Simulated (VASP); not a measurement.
Write the native input for VASP 6.6.1 that does the following.

- Task: single point
- Functional: PBEsol
- Potentials or basis: VASP PAW PBE potentials, release 64 (Cu)
- Cutoff: 520 eV
- k mesh: 13 × 13 × 7
- Occupations: fermi-dirac, width 0.05 eV
- Spin: no spin polarisation
- Dipole correction: no
- Further INCAR settings: ALGO = Normal; EDIFF = 1e-06; NBANDS = 18

The structure of Cu lies in POSCAR:

```
Cu
1.0
    2.5340970000      0.0000000000      0.0000000000
   -1.2670480000      2.1945920000      0.0000000000
    0.0000000000      0.0000000000      4.1125710000
Cu
2
Direct
    0.3333333333      0.6666666667      0.2500000000
    0.6666666667      0.3333333333      0.7500000000
```

These files were run (other wordings do the same):

INCAR

```
SYSTEM = Cu
PREC     = Accurate       ! precision mode
ENCUT    = 520            ! plane-wave cutoff, eV
EDIFF    = 1E-6           ! SCF threshold, eV
ISMEAR   = -1             ! smearing method
SIGMA    = 0.05           ! smearing width, eV
LREAL    = .FALSE.        ! projectors in reciprocal space
LASPH    = .TRUE.         ! aspherical terms in the spheres
NELM     = 100            ! most SCF steps
ALGO     = Normal         ! electronic algorithm
ISIF     = 2              ! what is computed and relaxed
LWAVE    = .FALSE.        ! write WAVECAR
LCHARG   = .FALSE.        ! write CHGCAR
GGA      = PS             ! functional
NBANDS   = 18             ! bands
```

KPOINTS

```
Automatic mesh
0
G
  13 13 7
  0 0 0
```

Potentials or basis: VASP PAW PBE potentials, release 64 (Cu).

Command:

```console
$ cat potpaw_PBE.64/Cu/POTCAR > POTCAR
$ mpirun -np 1 vasp_std > vasp.out
```

Results of the run:

| Item | Value |
| --- | --- |
| Pressure | -1.1 GPa |
| Band gap on the k mesh | zero (band 11 reaches 10.86 eV, above the bottom of band 12 at 5.88 eV) |

Caveat: the PAW data sets were made with another functional, which shifts forces and pressure a little.

Run time: 15 s on 1 thread of Intel(R) Xeon(R) Platinum 8559C (Emerald Rapids), on a shared host, peak memory 0.15 GiB.
